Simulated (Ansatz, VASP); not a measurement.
Two plane-wave programs on Ga2TeS5

```
CELL_PARAMETERS angstrom
-4.11845 4.11845 3.11747
4.11845 -4.11845 3.11747
4.11845 4.11845 -3.11747
ATOMIC_POSITIONS crystal
Ga 0.25454 0.75454 0.50000
Ga 0.75454 0.25454 0.50000
Te 0.96548 0.96548 0.00000
S 0.68009 0.11563 0.78741
S 0.89268 0.68009 0.56446
S 0.11563 0.32822 0.43554
S 0.32822 0.89268 0.21259
S 0.60882 0.60882 0.00000
```

Alike in both runs: functional PBE; k mesh 3 × 3 × 3; occupations gaussian, width 0.15 eV; no spin polarisation.

Ansatz relaxed the structure, and its values are those at the end. VASP's run is a single point on that final structure, the one shown.

```csv
,VASP,Ansatz
version,VASP 6.6.1,Ansatz 0.2.0
potentials or method,"VASP PAW PBE potentials, release 64 (Ga_d, Te, S), cutoff 520 eV","scalar-relativistic, plane waves, PAW"
valence electrons in the cell,62,72
```

Ansatz gave:

| Quantity | Value |
| --- | --- |
| gap on the k mesh at the Fermi level (eV) | 1.67 |
| least direct gap on the mesh (eV) | 1.68 |
| pressure (GPa) | 0.0 |
| rms of the force components (eV/Å) | 0.012 |

Q: Which values does VASP return?

A: gap on the k mesh at the Fermi level (eV): 1.68; least direct gap on the mesh (eV): 1.69; pressure (GPa): -0.1; rms of the force components (eV/Å): 0.015.

The functional is the same, so the differences come from potentials, cutoffs and numerics. VASP's potentials hold 62 valence electrons a cell and Ansatz's 72, so a difference there can come from the potentials and not from the codes.

The k mesh is coarse, so the values compare programs but aren't converged. Spin-orbit coupling is off throughout.
